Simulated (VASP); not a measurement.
# GaAs (I-4m2) in VASP: electric field gradients with HSE06

Aim: the electric field gradients of GaAs with HSE06.

All numbers are computed with VASP 6.6.1; they aren't measurements. Logs are shortened: lines on timing, memory, paths and dates and some standing lists are left out, and cuts for length are marked.

## Step 1: The cell of the first run

The structure is tetragonal, space group I-4m2 (No. 119). Conventional cell: a = 3.987 Å, b = 3.987 Å, c = 5.681 Å, α = 90.00°, β = 90.00°, γ = 90.00°. Within 3.2 Å of Ga (site symmetry -4m2) lie 4 As at 2.45 Å. As (site symmetry -4m2) has 4 Ga at 2.45 Å within 3.2 Å.

## Step 2: Electric field gradients, HSE06

Contents of POSCAR:

```
GaAs
1.0
    0.0000000000      2.8194337500      2.8406325000
    2.8194337500      0.0000000000      2.8406325000
    2.8194337500      2.8194337500      0.0000000000
Ga As
1 1
Direct
    0.0000000000      0.0000000000      0.0000000000
    0.2500000000      0.2500000000      0.2500000000
```

Contents of INCAR.step1:

```
SYSTEM = GaAs
ALGO = Normal
EDIFF = 1E-5
ENCUT = 520
GGA = PE
ISIF = 2
ISMEAR = 0
LASPH = .TRUE.
LCHARG = .FALSE.
LREAL = .FALSE.
LWAVE = .TRUE.
NBANDS = 16
NELM = 100
PREC = Accurate
SIGMA = 0.01
```

Contents of INCAR.step2:

```
SYSTEM = GaAs
ALGO = Normal
EDIFF = 1E-8
ENCUT = 520
GGA = PE
HFSCREEN = 0.2079
ISIF = 2
ISMEAR = 0
ISTART = 1
LASPH = .TRUE.
LCHARG = .FALSE.
LEFG = .TRUE.
LHFCALC = .TRUE.
LREAL = .FALSE.
LWAVE = .FALSE.
NBANDS = 16
NELM = 100
PREC = Accurate
PRECFOCK = Normal
SIGMA = 0.01
```

Contents of KPOINTS:

```
k-points
0
G
  6 6 6
  0 0 0
```

Potentials or basis: VASP PAW PBE potentials, release 64 (Ga_d, As).

Run with:

```sh
> cat potpaw_PBE.64/Ga_d/POTCAR potpaw_PBE.64/As/POTCAR > POTCAR
> cp INCAR.step1 INCAR
> mpirun -np 1 vasp_std > vasp.out
> cp INCAR.step2 INCAR
> mpirun -np 1 vasp_std > vasp.out
```

OUTCAR:

```text
SYSTEM = GaAs
   EDIFF = 1E-8
   ENCUT = 520
   GGA = PE
   HFSCREEN = 0.2079
   ISIF = 2
   ISMEAR = 0
   ISTART = 1
   LASPH = .TRUE.
   LHFCALC = .TRUE.
   LREAL = .FALSE.
   NELM = 100
   PREC = Accurate
   PRECFOCK = Normal

 ion  position               nearest neighbor table
   1  0.000  0.000  0.000-   2 2.45   2 2.45   2 2.45   2 2.45
   2  0.250  0.250  0.250-   1 2.45   1 2.45   1 2.45   1 2.45

  LATTYP: Found a body centered tetragonal cell.
 ALAT       =     3.9872814475
 C/A-ratio  =     1.4248467471

  Lattice vectors:

 A1 = (  -2.8194337500,   0.0000000000,   2.8406325000)
 A2 = (   2.8194337500,   0.0000000000,   2.8406325000)
 A3 = (   0.0000000000,   2.8194337500,  -2.8406325000)

Analysis of symmetry for initial positions (statically):
=====================================================================
 Subroutine PRICEL returns:
 Original cell was already a primitive cell.

 Routine SETGRP: Setting up the symmetry group for a
 body centered tetragonal supercell.

 Subroutine GETGRP returns: Found  8 space group operations
 (whereof  8 operations were pure point group operations)
 out of a pool of 16 trial point group operations.

The static configuration has the point symmetry D_2d.

Analysis of symmetry for dynamics (positions and initial velocities):
=====================================================================
 Subroutine PRICEL returns:
 Original cell was already a primitive cell.

 Routine SETGRP: Setting up the symmetry group for a
 body centered tetragonal supercell.

 Subroutine GETGRP returns: Found  8 space group operations
 (whereof  8 operations were pure point group operations)
 out of a pool of 16 trial point group operations.

The dynamic configuration has the point symmetry D_2d.

 Subroutine INISYM returns: Found  8 space group operations
 (whereof  8 operations are pure point group operations),
 and found     1 'primitive' translations

----------------------------------------------------------------------------------------

                                     Primitive cell

  volume of cell :      45.1615

  direct lattice vectors                    reciprocal lattice vectors
     0.000000000  2.819433750  2.840632500    -0.177340574  0.177340574  0.176017137
     2.819433750  0.000000000  2.840632500     0.177340574 -0.177340574  0.176017137
     2.819433750  2.819433750  0.000000000     0.177340574  0.177340574 -0.176017137

  length of vectors
     4.002299298  4.002299298  3.987281447     0.306400703  0.306400703  0.306400703

  position of ions in fractional coordinates (direct lattice)
     0.000000000  0.000000000  0.000000000
     0.250000000  0.250000000  0.250000000

  ion indices of the primitive-cell ions
   primitive index   ion index
                 1           1
                 2           2

----------------------------------------------------------------------------------------

 KPOINTS: k-points

Automatic generation of k-mesh.
 Grid dimensions read from file:
 generate k-points for:    6    6    6

 Generating k-lattice:

  Cartesian coordinates                     Fractional coordinates (reciprocal lattice)
    -0.029556762  0.029556762  0.029336190     0.166666667  0.000000000  0.000000000
     0.029556762 -0.029556762  0.029336190     0.000000000  0.166666667  0.000000000
     0.029556762  0.029556762 -0.029336190     0.000000000  0.000000000  0.166666667

  Length of vectors
     0.051066784  0.051066784  0.051066784

  Shift w.r.t. Gamma in fractional coordinates (k-lattice)
     0.000000000  0.000000000  0.000000000

 Subroutine IBZKPT returns following result:
 ===========================================

 Found     30 irreducible k-points:

 Following reciprocal coordinates:
            Coordinates               Weight
  0.000000  0.000000  0.000000      1.000000
  0.166667  0.000000  0.000000      8.000000
  0.333333  0.000000  0.000000      8.000000
  0.500000  0.000000  0.000000      4.000000
  0.166667  0.166667  0.000000      2.000000
  0.333333  0.166667  0.000000      8.000000
[... 16 lines left out ...]
  0.333333  0.000000  0.333333      4.000000
  0.500000  0.000000  0.333333     16.000000
 [... further k-points ...]
   k-points           NKPTS =     30   k-points in BZ     NKDIM =    216   number of bands    NBANDS=     16
   number of dos      NEDOS =    301   number of ions     NIONS =      2
   total plane-waves  NPLWV =  27000
   dimension x,y,z NGX =    30 NGY =   30 NGZ =   30
   dimension x,y,z NGXF=    60 NGYF=   60 NGZF=   60
   ions per type =               1   1
   NGX,Y,Z   is equivalent  to a cutoff of  12.46, 12.46, 12.51 a.u.
   NGXF,Y,Z  is equivalent  to a cutoff of  24.92, 24.92, 25.02 a.u.
 SYSTEM =  GaAs
   PREC   = accura    normal or accurate (medium, high low for compatibility)
   ISTART =      1    job   : 0-new  1-cont  2-samecut
   ICHARG =      0    charge: 1-file 2-atom 10-const
   ISPIN  =      1    spin polarized calculation?
   LNONCOLLINEAR =      F non collinear calculations
   LSORBIT =      F    spin-orbit coupling
   LASPH  =      T    aspherical Exc in radial PAW
   ENCUT  =  520.0 eV  38.22 Ry    6.18 a.u.   7.44  7.44  7.41*2*pi/ulx,y,z
   NELM   =    100;   NELMIN=  2; NELMDL=  0     # of ELM steps
   EDIFF  = 0.1E-07   stopping-criterion for ELM
   LREAL  =      F    real-space projection
   EDIFFG = 0.1E-06   stopping-criterion for IOM
   NSW    =      0    number of steps for IOM
   IBRION =     -1    ionic relax: 0-MD 1-quasi-New 2-CG
   NFREE  =      0    steps in history (QN), initial steepest desc. (CG)
   ISIF   =      2    stress and relaxation
   ISYM   =      3    0-nonsym 1-usesym 2-fastsym
   POTIM  = 0.5000    time-step for ionic-motion
   TEBEG  =    0.0;   TEEND  =   0.0 temperature during run
   PSTRESS=    0.0 pullay stress
   NELECT =      18.0000    total number of electrons
   NUPDOWN=      -1.0000    fix difference up-down
   EMIN   =  10.00;   EMAX   =-10.00  energy-range for DOS
   EFERMI =   0.00;   METHOD = LEGACY
   ISMEAR =     0;   SIGMA  =   0.01  broadening in eV -4-tet -1-fermi 0-gaus
   EFERMI_NEDOS =   21; number of points for ismear=-14 and -15
   IALGO  =     38    algorithm
   IMIX   =      1    mixing-type and parameters
     AMIX     =   0.40;   BMIX     =  1.00
     AMIX_MAG =   1.60;   BMIX_MAG =  1.00
  volume/ion in A,a.u.               =      22.58       152.38
  Fermi-wavevector in a.u.,A,eV,Ry     =   1.204785  2.276713 19.748935  1.451506
  Thomas-Fermi vector in A             =   2.340500
   LORBIT       =      0    0 simple, 1 ext, 2 COOP (PROOUT), +10 PAW based schemes
   GGA     = PE    functional components
   LHFCALC =     T    Hartree Fock is set to
   PRECFOCK=normal    Normal, Fast or Accurate (Low or Medium for compatibility)
   ENCUT4O =  -1.0   cutoff for four orbital integrals eV
   NKREDX  =     1    reduce k-point grid by
   NKREDY  =     1    reduce k-point grid by
   NKREDZ  =     1    reduce k-point grid by
   AEXX    =    0.2500 exact exchange contribution
   HFSCREEN=    0.2079 screening length (either q_TF or 0.3 A-1)
   HFSCREENC=   0.2079 screening length for correlation (either q_TF or 0.3 A-1)
   ENCUTFOCK=  -1.0 apply spherical cutoff to Coloumb kernel
   IVDW    =     0    specifies the selected vdW correction
   LEPSILON=     F    determine dielectric tensor
   LRPA    =     F    only Hartree local field effects (RPA)
 non-spin polarized calculation
 Gauss-broadening in eV      SIGMA  =   0.01
  energy-cutoff  :      520.00
  volume of cell :       45.16
 maximum number of plane-waves:      1243
 NGX is ok and might be reduce to    30
  NGX = 24; NGY = 24; NGZ = 24

 number of electron      17.9999996 magnetization

 Free energy of the ion-electron system (eV)
  ---------------------------------------------------
  ext. energy  EPLUGINS =         0.00000000
  ---------------------------------------------------
  free energy    TOTEN  =        -9.84584729 eV

  energy without entropy =       -9.84584729  energy(sigma->0) =       -9.84584729

 E-fermi :   3.5811     XC(G=0):  -7.9678

 val. band max:        3.5270810526   @ k =   0.0000   0.0000   0.0000
 cond. band min:       4.9310796498   @ k =   0.0000   0.0000   0.0000
 fundamental gap:      1.4039985972
 Fermi energy:         3.5811046153

 k-point     1 :       0.0000    0.0000    0.0000
  band No.  band energies     occupation
      1     -13.8596      2.00000
      2     -13.8578      2.00000
      3     -13.8578      2.00000
      4     -13.7783      2.00000
      5     -13.7767      2.00000
      6     -10.4526      2.00000
[... 8 lines left out ...]
     15      14.5276      0.00000
     16      14.6817      0.00000

 k-point     2 :       0.1667    0.0000    0.0000
  band No.  band energies     occupation
      1     -13.8723      2.00000
      2     -13.8536      2.00000
      3     -13.8524      2.00000
      4     -13.7786      2.00000
      5     -13.7768      2.00000
      6     -10.1082      2.00000
[... 8 lines left out ...]
     15      13.5031      0.00000
     16      13.5078      0.00000

 k-point     3 :       0.3333    0.0000    0.0000
  band No.  band energies     occupation
      1     -13.8989      2.00000
      2     -13.8443      2.00000
      3     -13.8432      2.00000
      4     -13.7776      2.00000
      5     -13.7755      2.00000
      6      -9.2083      2.00000
[... 8 lines left out ...]
     15      14.1539      0.00000
     16      14.1712      0.00000

 k-point     4 :       0.5000    0.0000    0.0000
  band No.  band energies     occupation
      1     -13.9116      2.00000
      2     -13.8406      2.00000
      3     -13.8395      2.00000
      4     -13.7761      2.00000
      5     -13.7738      2.00000
      6      -8.5322      2.00000
[... 8 lines left out ...]
     15      16.5141      0.00000
     16      16.5867      0.00000
[... 324 lines left out ...]
 k-point    22 :      -0.3333    0.5000    0.1667
  band No.  band energies     occupation
      1     -13.9324      2.00000
      2     -13.8259      2.00000
      3     -13.8162      2.00000
      4     -13.7902      2.00000
      5     -13.7725      2.00000
      6      -7.6777      2.00000
[... 8 lines left out ...]
     15      16.9462      0.00000
     16      18.0108      0.00000

 k-point    23 :       0.3333    0.0000    0.3333
  band No.  band energies     occupation
      1     -13.9230      2.00000
      2     -13.8261      2.00000
      3     -13.8254      2.00000
      4     -13.7939      2.00000
      5     -13.7686      2.00000
      6      -8.7470      2.00000
[... 8 lines left out ...]
     15      16.4361      0.00000
     16      17.8630      0.00000

 k-point    24 :       0.5000    0.0000    0.3333
  band No.  band energies     occupation
      1     -13.9318      2.00000
      2     -13.8230      2.00000
      3     -13.8201      2.00000
      4     -13.7940      2.00000
      5     -13.7688      2.00000
      6      -7.9861      2.00000
[... 8 lines left out ...]
     15      16.9227      0.00000
     16      17.7161      0.00000

 [... further k-points ...]
[... 5 lines left out ...]
  --------------------------------------------------------------------------------------
  -------------------------------------------------------------------------------------
  Total        0.3325497      0.3325497      0.1860607      0.0000000      0.0000000      0.0000000
  in kB       11.7977272     11.7977272      6.6007962      0.0000000      0.0000000      0.0000000
  external PRESSURE =      10.0654169 kB  Pullay stress =       0.0000000 kB

 VOLUME and BASIS-vectors are now :
 -----------------------------------------------------------------------------
  energy-cutoff  :      520.00
  volume of cell :       45.16
      direct lattice vectors                 reciprocal lattice vectors
     0.000000000  2.819433750  2.840632500    -0.177340574  0.177340574  0.176017137
     2.819433750  0.000000000  2.840632500     0.177340574 -0.177340574  0.176017137
     2.819433750  2.819433750  0.000000000     0.177340574  0.177340574 -0.176017137

 POSITION                                       TOTAL-FORCE (eV/Angst)
 -----------------------------------------------------------------------------------
      0.00000      0.00000      0.00000        -0.000000     -0.000000      0.000000
      1.40972      1.40972      1.42032         0.000000      0.000000      0.000000
 -----------------------------------------------------------------------------------
    total drift:                                0.000002      0.000001     -0.000001

  FREE ENERGIE OF THE ION-ELECTRON SYSTEM (eV)
  ---------------------------------------------------
  free  energy   TOTEN  =        -9.8458472903 eV

  energy  without entropy=       -9.8458472903  energy(sigma->0) =       -9.84584729

 Electric field gradients (V/A^2)
---------------------------------------------------------------------
 ion       V_xx      V_yy      V_zz      V_xy      V_xz      V_yz
---------------------------------------------------------------------
   1       0.627     0.627    -1.253    -0.004    -0.003    -0.003
   2      -1.022    -1.022     2.044     0.000     0.000     0.000
---------------------------------------------------------------------

 Electric field gradients after diagonalization (V/A^2)
 (convention: |V_zz| > |V_xx| > |V_yy|)
----------------------------------------------------------------------
 ion       V_xx      V_yy      V_zz     asymmetry (V_yy - V_xx)/ V_zz
----------------------------------------------------------------------
   1       0.630     0.623    -1.253       0.006
   2      -1.022    -1.022     2.044       0.000
----------------------------------------------------------------------

           NMR quadrupolar parameters

 Cq : quadrupolar parameter    Cq=e*Q*V_zz/h
 eta: asymmetry parameters     (V_yy - V_xx)/ V_zz
 Q  : nuclear electric quadrupole moment in mb (millibarn)
----------------------------------------------------------------------
 ion       Cq(MHz)       eta       Q (mb)
----------------------------------------------------------------------
   1      -0.003       0.006       1.000
   2       0.005       0.000       1.000
----------------------------------------------------------------------
```

It took 58 min on 1 thread of Intel Xeon 6975P-C (Granite Rapids), shared host; peak memory 0.31 GiB.

Results:

- Free energy: -9.8458 eV
- Pressure: 1.0 GPa
- Band gap on the k mesh: 1.40 eV
- Largest electric field gradient by atom: Ga -1.3; As +2.0 V/Å²

Stress tensor (GPa, compression positive):
```
1.18 0.00 0.00
0.00 1.18 0.00
0.00 0.00 0.66
```

Electric field gradients, principal values (V/Å²):
| atom | least | middle | greatest (by size) |
| --- | --- | --- | --- |
| 1 Ga | 0.623 | 0.630 | -1.253 |
| 2 As | -1.022 | -1.022 | 2.044 |

Caveat: without QUAD_EFG the Cq values of the log hold for a quadrupole moment of 1 mb, not for the nuclei; the PAW data sets were made with another functional, which shifts forces and pressure a little.
